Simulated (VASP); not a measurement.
The system is Na.

```
Na
1.0
    -2.14100    2.14100    2.14100
     2.14100   -2.14100    2.14100
     2.14100    2.14100   -2.14100
Na
1
Direct
  0.00000 0.00000 0.00000
```

| Quantity | Value |
| --- | --- |
| Program | VASP 6.6.1 |
| Task | relaxation of volume and atoms at fixed shape |
| Functional | PBE |
| Potentials or basis | VASP PAW PBE potentials, release 64 (Na_pv) |
| Cutoff | 500 eV |
| k mesh | 8 × 8 × 8 |
| Occupations | fermi-dirac, width 0.05 eV |
| Spin | no spin polarisation |

At the start: pressure -0.4 GPa; volume 39.26 Å³/atom.

Problem. How do energy, volume and symmetry change on relaxing?

Solution. Over 3 steps the energy falls by 3.0 meV/atom and the volume is 36.98 Å³/atom (-5.8 %); space group Im-3m (No. 229, to 0.1 Å) before and after.

The path:
```
step  energy change (eV)  largest force (eV/Å)  pressure (GPa)  volume (Å³)
   1              0.0000                0.0000           -0.42        39.26
   2             -0.0013                0.0000           -0.32        38.68
   3             -0.0030                0.0000            0.01        36.98
```

Final structure:
```
Na
1.0
    -2.09878    2.09878    2.09878
     2.09878   -2.09878    2.09878
     2.09878    2.09878   -2.09878
Na
1
Direct
  0.00000 0.00000 0.00000
```
